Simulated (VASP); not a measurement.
# Ag (Pm-3n) in VASP: further runs

Ag is run at these levels: PBE; tasks: single point, relaxation of cell and atoms.

Program: VASP 6.6.1. These are calculated values, not measurements. Logs are shortened: lines on timing, memory, paths and dates and some standing lists are left out, and cuts for length are marked.

### 1 The cell of the first run

The structure is cubic, space group Pm-3n (No. 223). Conventional cell: a = 5.289 Å, b = 5.289 Å, c = 5.289 Å, α = 90.00°, β = 90.00°, γ = 90.00°. Ag (site symmetry m-3) has 12 Ag at 2.96 Å within 3.9 Å. Ag (site symmetry -4m2) has 14 Ag at 2.64 to 3.24 Å within 3.5 Å.

### 2 Single point, PBE

INCAR

```
SYSTEM = Ag
PREC = Accurate
ENCUT = 520
EDIFF = 1E-6
ISMEAR = 0
SIGMA = 0.1
LREAL = .FALSE.
LASPH = .TRUE.
NELM = 80
ALGO = Fast
ISIF = 2
LWAVE = .FALSE.
LCHARG = .FALSE.
GGA = PE
NBANDS = 54
```

KPOINTS

```
regular mesh
0
G
  4 4 4
  0 0 0
```

POSCAR

```
Ag
1.0
    5.2892060409      0.0000000000      0.0000000000
    0.0000000000      5.2892060409      0.0000000000
    0.0000000000      0.0000000000      5.2892060409
Ag
8
Direct
    0.5000000000      0.5000000000      0.5000000000
    0.0000000000      0.0000000000      0.0000000000
    0.2500000000      0.0000000000      0.5000000000
    0.5000000000      0.2500000000      0.0000000000
    0.5000000000      0.7500000000      0.0000000000
    0.7500000000      0.0000000000      0.5000000000
    0.0000000000      0.5000000000      0.7500000000
    0.0000000000      0.5000000000      0.2500000000
```

Potentials or basis: VASP PAW PBE potentials, release 64 (Ag).

The run is started by

```
$ cat potpaw_PBE.64/Ag/POTCAR > POTCAR
$ mpirun -np 1 vasp_std > vasp.out
```

OUTCAR:

```text
SYSTEM = Ag
   PREC = Accurate
   ENCUT = 520
   EDIFF = 1E-6
   ISMEAR = 0
   LREAL = .FALSE.
   LASPH = .TRUE.
   NELM = 80
   ISIF = 2
   GGA = PE

 ion  position               nearest neighbor table
   1  0.500  0.500  0.500-   3 2.96   4 2.96   5 2.96   6 2.96   7 2.96   8 2.96   4 2.96   5 2.96
                             3 2.96   6 2.96   7 2.96   8 2.96
   2  0.000  0.000  0.000-   3 2.96   4 2.96   5 2.96   6 2.96   7 2.96   8 2.96   3 2.96   6 2.96
                             7 2.96   8 2.96   4 2.96   5 2.96
   3  0.250  0.000  0.500-   6 2.64   6 2.64   1 2.96   2 2.96   1 2.96   2 2.96   8 3.24   5 3.24
                             4 3.24   5 3.24   4 3.24   7 3.24   8 3.24   7 3.24
   4  0.500  0.250  0.000-   5 2.64   5 2.64   1 2.96   1 2.96   2 2.96   2 2.96   8 3.24   3 3.24
                             3 3.24   6 3.24   6 3.24   7 3.24   7 3.24   8 3.24
   5  0.500  0.750  0.000-   4 2.64   4 2.64   1 2.96   1 2.96   2 2.96   2 2.96   8 3.24   3 3.24
                             3 3.24   6 3.24   6 3.24   7 3.24   7 3.24   8 3.24
   6  0.750  0.000  0.500-   3 2.64   3 2.64   1 2.96   2 2.96   1 2.96   2 2.96   8 3.24   4 3.24
                             4 3.24   5 3.24   5 3.24   7 3.24   8 3.24   7 3.24
   7  0.000  0.500  0.750-   8 2.64   8 2.64   1 2.96   2 2.96   2 2.96   1 2.96   3 3.24   4 3.24
                             5 3.24   3 3.24   6 3.24   6 3.24   4 3.24   5 3.24
   8  0.000  0.500  0.250-   7 2.64   7 2.64   1 2.96   2 2.96   2 2.96   1 2.96   3 3.24   4 3.24
                             5 3.24   3 3.24   6 3.24   6 3.24   4 3.24   5 3.24

  LATTYP: Found a simple cubic cell.
 ALAT       =     5.2892060409

  Lattice vectors:

 A1 = (   5.2892060409,   0.0000000000,   0.0000000000)
 A2 = (   0.0000000000,   5.2892060409,   0.0000000000)
 A3 = (   0.0000000000,   0.0000000000,   5.2892060409)

Analysis of symmetry for initial positions (statically):
=====================================================================
 Subroutine PRICEL returns:
 Original cell was already a primitive cell.

 Routine SETGRP: Setting up the symmetry group for a
 simple cubic supercell.

 Subroutine GETGRP returns: Found 48 space group operations
 (whereof 24 operations were pure point group operations)
 out of a pool of 48 trial point group operations.

The static configuration has the point symmetry T_h .
 The point group associated with its full space group is O_h .

Analysis of symmetry for dynamics (positions and initial velocities):
=====================================================================
 Subroutine PRICEL returns:
 Original cell was already a primitive cell.

 Routine SETGRP: Setting up the symmetry group for a
 simple cubic supercell.

 Subroutine GETGRP returns: Found 48 space group operations
 (whereof 24 operations were pure point group operations)
 out of a pool of 48 trial point group operations.

The dynamic configuration has the point symmetry T_h .
 The point group associated with its full space group is O_h .

 Subroutine INISYM returns: Found 48 space group operations
 (whereof 24 operations are pure point group operations),
 and found     1 'primitive' translations

----------------------------------------------------------------------------------------

                                     Primitive cell

  volume of cell :     147.9692

  direct lattice vectors                    reciprocal lattice vectors
     5.289206041  0.000000000  0.000000000     0.189064293  0.000000000  0.000000000
     0.000000000  5.289206041  0.000000000     0.000000000  0.189064293  0.000000000
     0.000000000  0.000000000  5.289206041     0.000000000  0.000000000  0.189064293

  length of vectors
     5.289206041  5.289206041  5.289206041     0.189064293  0.189064293  0.189064293

  position of ions in fractional coordinates (direct lattice)
     0.500000000  0.500000000  0.500000000
     0.000000000  0.000000000  0.000000000
     0.250000000  0.000000000  0.500000000
     0.500000000  0.250000000  0.000000000
     0.500000000  0.750000000  0.000000000
     0.750000000  0.000000000  0.500000000
     0.000000000  0.500000000  0.750000000
     0.000000000  0.500000000  0.250000000

  ion indices of the primitive-cell ions
   primitive index   ion index
                 1           1
                 2           2
                 3           3
                 4           4
                 5           5
                 6           6
                 7           7
                 8           8

----------------------------------------------------------------------------------------

 KPOINTS: regular mesh

Automatic generation of k-mesh.
 Grid dimensions read from file:
 generate k-points for:    4    4    4

 Generating k-lattice:

  Cartesian coordinates                     Fractional coordinates (reciprocal lattice)
     0.047266073  0.000000000  0.000000000     0.250000000  0.000000000  0.000000000
     0.000000000  0.047266073  0.000000000     0.000000000  0.250000000  0.000000000
     0.000000000  0.000000000  0.047266073     0.000000000  0.000000000  0.250000000

  Length of vectors
     0.047266073  0.047266073  0.047266073

  Shift w.r.t. Gamma in fractional coordinates (k-lattice)
     0.000000000  0.000000000  0.000000000

 Subroutine IBZKPT returns following result:
 ===========================================

 Found     10 irreducible k-points:

 Following reciprocal coordinates:
            Coordinates               Weight
  0.000000  0.000000  0.000000      1.000000
  0.250000  0.000000  0.000000      6.000000
  0.500000  0.000000  0.000000      3.000000
  0.250000  0.250000  0.000000     12.000000
  0.500000  0.250000  0.000000     12.000000
  0.500000  0.500000  0.000000      3.000000
  0.250000  0.250000  0.250000      8.000000
  0.500000  0.250000  0.250000     12.000000
  0.500000  0.500000  0.250000      6.000000
  0.500000  0.500000  0.500000      1.000000
   k-points           NKPTS =     10   k-points in BZ     NKDIM =     10   number of bands    NBANDS=     54
   number of dos      NEDOS =    301   number of ions     NIONS =      8
   total plane-waves  NPLWV =  64000
   dimension x,y,z NGX =    40 NGY =   40 NGZ =   40
   dimension x,y,z NGXF=    80 NGYF=   80 NGZF=   80
   ions per type =               8
[... 36 lines left out ...]
   LORBIT       =      0    0 simple, 1 ext, 2 COOP (PROOUT), +10 PAW based schemes
   GGA     = PE    functional components
   LHFCALC =     F    Hartree Fock is set to
   AEXX    =    0.0000 exact exchange contribution
   IVDW    =     0    specifies the selected vdW correction
   LEPSILON=     F    determine dielectric tensor
   LRPA    =     F    only Hartree local field effects (RPA)
 non-spin polarized calculation
 RMM-DIIS sequential band-by-band and
 Gauss-broadening in eV      SIGMA  =   0.10
  energy-cutoff  :      520.00
  volume of cell :      147.97
 maximum number of plane-waves:      4013
 NGX is ok and might be reduce to    40
   NGX = 19   NGY = 19   NGZ = 19

 number of electron      88.0000019 magnetization

 Free energy of the ion-electron system (eV)
  ---------------------------------------------------
  ext. energy  EPLUGINS =         0.00000000
  ---------------------------------------------------
  free energy    TOTEN  =       -21.18507521 eV

  energy without entropy =      -21.17970025  energy(sigma->0) =      -21.18238773

 E-fermi :   7.5041     XC(G=0): -11.7170

 val. band max:        7.3720289237   @ k =   0.0000   0.0000   0.0000
 cond. band min:       7.5316068013   @ k =   0.5000   0.5000   0.2500
 fundamental gap:      0.1595778776
 Fermi energy:         7.5040959215

 k-point     1 :       0.0000    0.0000    0.0000
  band No.  band energies     occupation
      1       0.1337      2.00000
      2       1.1941      2.00000
      3       1.1941      2.00000
      4       1.6926      2.00000
      5       1.8561      2.00000
      6       1.8561      2.00000
[... 46 lines left out ...]
     53      13.8804      0.00000
     54      14.2155      0.00000

 k-point     2 :       0.2500    0.0000    0.0000
  band No.  band energies     occupation
      1       0.4961      2.00000
      2       1.1743      2.00000
      3       1.4112      2.00000
      4       1.6367      2.00000
      5       1.8134      2.00000
      6       1.9137      2.00000
[... 46 lines left out ...]
     53      14.2962      0.00000
     54      14.2971      0.00000

 k-point     3 :       0.5000    0.0000    0.0000
  band No.  band energies     occupation
      1       1.1338      2.00000
      2       1.1338      2.00000
      3       1.5263      2.00000
      4       1.5263      2.00000
      5       1.8963      2.00000
      6       1.8963      2.00000
[... 46 lines left out ...]
     53      15.0710      0.00000
     54      15.0745      0.00000

 k-point     4 :       0.2500    0.2500    0.0000
  band No.  band energies     occupation
      1       0.8398      2.00000
      2       1.2951      2.00000
      3       1.5322      2.00000
      4       1.7242      2.00000
      5       1.7518      2.00000
      6       1.9241      2.00000
[... 46 lines left out ...]
     53      14.1332      0.00000
     54      14.6870      0.00000

 k-point     5 :       0.5000    0.2500    0.0000
  band No.  band energies     occupation
      1       1.2430      2.00000
      2       1.4725      2.00000
      3       1.6379      2.00000
      4       1.6799      2.00000
      5       1.7999      2.00000
      6       1.8484      2.00000
[... 46 lines left out ...]
     53      13.3567      0.00000
     54      13.5033      0.00000

 k-point     6 :       0.5000    0.5000    0.0000
  band No.  band energies     occupation
      1       1.3587      2.00000
      2       1.6065      2.00000
      3       1.6065      2.00000
      4       1.7070      2.00000
      5       1.8924      2.00000
      6       1.8924      2.00000
[... 46 lines left out ...]
     53      16.3255      0.00000
     54      16.3516      0.00000

 k-point     7 :       0.2500    0.2500    0.2500
  band No.  band energies     occupation
      1       1.1838      2.00000
      2       1.5684      2.00000
      3       1.5684      2.00000
      4       1.7204      2.00000
      5       1.8660      2.00000
      6       1.8660      2.00000
[... 46 lines left out ...]
     53      14.7975      0.00000
     54      14.9491      0.00000

 k-point     8 :       0.5000    0.2500    0.2500
  band No.  band energies     occupation
      1       1.6024      2.00000
      2       1.6024      2.00000
      3       1.7601      2.00000
      4       1.7601      2.00000
      5       1.9326      2.00000
      6       1.9326      2.00000
[... 46 lines left out ...]
     53      15.7490      0.00000
     54      15.7493      0.00000

 k-point     9 :       0.5000    0.5000    0.2500
  band No.  band energies     occupation
      1       1.7383      2.00000
      2       1.7383      2.00000
      3       1.7862      2.00000
      4       1.7932      2.00000
      5       1.9815      2.00000
      6       2.0401      2.00000
[... 46 lines left out ...]
     53      16.6821      0.00000
     54      16.8026      0.00000

 k-point    10 :       0.5000    0.5000    0.5000
  band No.  band energies     occupation
      1       1.9421      2.00000
      2       1.9421      2.00000
      3       1.9421      2.00000
      4       1.9421      2.00000
      5       1.9421      2.00000
      6       1.9421      2.00000
[... 46 lines left out ...]
     53      17.4207      0.00000
     54      17.5628      0.00000

------------------------ aborting loop because EDIFF is reached ----------------------------------------

  FORCE on cell =-STRESS in cart. coord.  units (eV):
  Direction    XX          YY          ZZ          XY          YZ          ZX
  --------------------------------------------------------------------------------------
  -------------------------------------------------------------------------------------
  Total       -0.4927971     -0.4927971     -0.4927971      0.0000000      0.0000000     -0.0000000
  in kB       -5.3358948     -5.3358948     -5.3358948      0.0000000      0.0000000     -0.0000000
  external PRESSURE =      -5.3358948 kB  Pullay stress =       0.0000000 kB

 VOLUME and BASIS-vectors are now :
 -----------------------------------------------------------------------------
  energy-cutoff  :      520.00
  volume of cell :      147.97
      direct lattice vectors                 reciprocal lattice vectors
     5.289206041  0.000000000  0.000000000     0.189064293  0.000000000  0.000000000
     0.000000000  5.289206041  0.000000000     0.000000000  0.189064293  0.000000000
     0.000000000  0.000000000  5.289206041     0.000000000  0.000000000  0.189064293

 POSITION                                       TOTAL-FORCE (eV/Angst)
 -----------------------------------------------------------------------------------
      2.64460      2.64460      2.64460        -0.000000      0.000000     -0.000000
      0.00000      0.00000      0.00000        -0.000000      0.000000     -0.000000
      1.32230      0.00000      2.64460         0.000000     -0.000000     -0.000000
      2.64460      1.32230      0.00000         0.000000      0.000000      0.000000
      2.64460      3.96690      0.00000         0.000000     -0.000000      0.000000
      3.96690      0.00000      2.64460        -0.000000      0.000000      0.000000
      0.00000      2.64460      3.96690        -0.000000     -0.000000     -0.000000
      0.00000      2.64460      1.32230        -0.000000     -0.000000      0.000000
 -----------------------------------------------------------------------------------
    total drift:                               -0.000000     -0.000000      0.000000

  FREE ENERGIE OF THE ION-ELECTRON SYSTEM (eV)
  ---------------------------------------------------
  free  energy   TOTEN  =       -21.1850752055 eV

  energy  without entropy=      -21.1797002532  energy(sigma->0) =      -21.18238773
```

It took 65 s on 1 thread of Intel Xeon Platinum 8259CL at 2.50GHz (Skylake/Cascade Lake), shared host; peak memory 0.25 GiB.

What came out:

```yaml
Free_energy: -21.1851 eV
Pressure: -0.5 GPa
Band_gap_on_the_k_mesh: zero (bands 44 and 45 overlap by 2.34 eV)
```

### 3 Relaxation of cell and atoms, PBE

This run uses another cell than the first one, of 17.60 Å³/atom.

INCAR

```
PREC = Accurate
ENCUT = 600
EDIFF = 1E-7
ISMEAR = 0
SIGMA = 0.1
LREAL = False
LASPH = True
NELM = 60
ALGO = Fast
ISIF = 3
LWAVE = False
LCHARG = False
GGA = PE
IBRION = 2
NSW = 90
EDIFFG = -0.04
```

KPOINTS

```
Automatic mesh
0
Gamma
  4 4 4
```

POSCAR, as its differences from that of step 2:

```diff
@@ -2,5 +2,5 @@
 1.0
-    5.2892060409      0.0000000000      0.0000000000
-    0.0000000000      5.2892060409      0.0000000000
-    0.0000000000      0.0000000000      5.2892060409
+    5.2022289223      0.0000000000      0.0000000000
+    0.0000000000      5.2022289223      0.0000000000
+    0.0000000000      0.0000000000      5.2022289223
 Ag
```

Potentials or basis: VASP PAW PBE potentials, release 64 (Ag).

The run is started by

```
$ cat potpaw_PBE.64/Ag/POTCAR > POTCAR
$ mpirun -np 1 vasp_std > vasp.out
```

Wall time 4 min (1 thread of Intel Xeon Platinum 8259CL at 2.50GHz (Skylake/Cascade Lake), shared host); peak memory 0.29 GiB.

Results (log left out):

| Quantity | Value |
| --- | --- |
| Free energy | -21.1801 eV |
| Relaxed volume | 18.38 Å³/atom |
| Relaxed cell | a = 5.278 Å, b = 5.278 Å, c = 5.278 Å, α = 90.00°, β = 90.00°, γ = 90.00° |
| Space group after relaxing (to 0.1 Å) | Pm-3n (No. 223) |
| Energy gained by relaxing | 9.7 meV/atom |
| Ionic steps | 3 |
| Pressure after relaxing | 0.0 GPa |
| Band gap on the k mesh | zero (bands 44 and 45 overlap by 2.33 eV) |

Step by step:
```
step  energy change (eV)  largest force (eV/Å)  pressure (GPa)  volume (Å³)
   1              0.0000                0.0000            4.19       140.79
   2             -0.0580                0.0000           -1.80       150.37
   3             -0.0774                0.0000           -0.04       147.01
```

Final structure:
```yaml
crystal:
  lattice:
    - [5.27773, 0.00000, 0.00000]
    - [0.00000, 5.27773, 0.00000]
    - [0.00000, 0.00000, 5.27773]
  atoms:
    - { symbol: Ag, position: [0.50000, 0.50000, 0.50000] }
    - { symbol: Ag, position: [0.00000, 0.00000, 0.00000] }
    - { symbol: Ag, position: [0.25000, 0.00000, 0.50000] }
    - { symbol: Ag, position: [0.50000, 0.25000, 0.00000] }
    - { symbol: Ag, position: [0.50000, 0.75000, 0.00000] }
    - { symbol: Ag, position: [0.75000, 0.00000, 0.50000] }
    - { symbol: Ag, position: [0.00000, 0.50000, 0.75000] }
    - { symbol: Ag, position: [0.00000, 0.50000, 0.25000] }
```

Levels at points of the mesh, in eV from the Fermi level:
| k point | band 42 | band 43 | band 44 | band 45 | band 46 | band 47 |
| --- | --- | --- | --- | --- | --- | --- |
| (0.00, 0.00, 0.00) | -0.13 | -0.13 | -0.13 | 0.85 | 0.85 | 0.94 |
| (0.50, 0.00, 0.00) | -2.73 | 0.92 | 0.92 | 0.99 | 0.99 | 2.62 |
| (0.50, 0.50, 0.00) | -2.65 | -2.53 | -2.53 | 1.32 | 2.61 | 2.61 |
| (0.50, 0.50, 0.50) | -1.41 | -1.41 | -1.41 | -1.41 | -1.41 | -1.16 |

### 4 Single point, PBE

This run uses another cell than the first one, of 18.43 Å³/atom.

INCAR

```
SYSTEM = Ag
  PREC = Accurate
  ENCUT = 520
  EDIFF = 1E-6
  ISMEAR = 0
  SIGMA = 0.1
  LREAL = .False.
  LASPH = .True.
  NELM = 80
  ALGO = Fast
  ISIF = 2
  LWAVE = .False.
  LCHARG = .False.
  GGA = PE
  NBANDS = 54
```

KPOINTS

```
regular mesh
0
Gamma
  8 8 8
  0 0 0
```

POSCAR, as its differences from that of step 3:

```diff
@@ -2,5 +2,5 @@
 1.0
-    5.2022289223      0.0000000000      0.0000000000
-    0.0000000000      5.2022289223      0.0000000000
-    0.0000000000      0.0000000000      5.2022289223
+    5.2832639244      0.0000000000      0.0000000000
+    0.0000000000      5.2832639244      0.0000000000
+    0.0000000000      0.0000000000      5.2832639244
 Ag
```

The run is started by

```
$ cat potpaw_PBE.64/Ag/POTCAR > POTCAR
$ mpirun -np 1 vasp_std > vasp.out
```

Wall time 3.2 min (1 thread of Intel Xeon Platinum 8259CL at 2.50GHz (Skylake/Cascade Lake), shared host); peak memory 0.35 GiB.

Results (log left out):

| Quantity | Value |
| --- | --- |
| Free energy | -21.0203 eV |
| Pressure | -0.1 GPa |
| Band gap on the k mesh | zero (bands 44 and 45 overlap by 2.33 eV) |

Levels at points of the mesh, in eV from the Fermi level:
```csv
k point,band 42,band 43,band 44,band 45,band 46,band 47
"(0.00, 0.00, 0.00)",-0.07,-0.07,-0.07,0.90,0.90,0.99
"(0.50, 0.00, 0.00)",-2.67,0.98,0.98,1.05,1.05,2.67
"(0.50, 0.50, 0.00)",-2.59,-2.47,-2.47,1.38,2.67,2.67
"(0.50, 0.50, 0.50)",-1.35,-1.35,-1.35,-1.35,-1.35,-1.10
```

### 5 The runs side by side

| task | cell | k mesh | cutoff (eV) | gap on the mesh (eV) | pressure (GPa) |
| --- | --- | --- | --- | --- | --- |
| single point | a = 5.289 Å, 8 atoms | 4 × 4 × 4 | 520 | none | -0.5 |
| relaxation of cell and atoms | relaxed from a = 5.202 Å, 8 atoms | 4 × 4 × 4 | 600 | none | 0.0 |
| single point | a = 5.283 Å, 8 atoms | 8 × 8 × 8 | 520 | none | -0.1 |

Alike in all rows: level PBE; potentials or basis VASP PAW PBE potentials, release 64 (Ag); no spin polarisation; smearing gaussian 0.1 eV.

Absolute energies hang on the potentials; compare differences alone.

The gap in the log of VASP goes by the Fermi energy; the results here count the filled bands.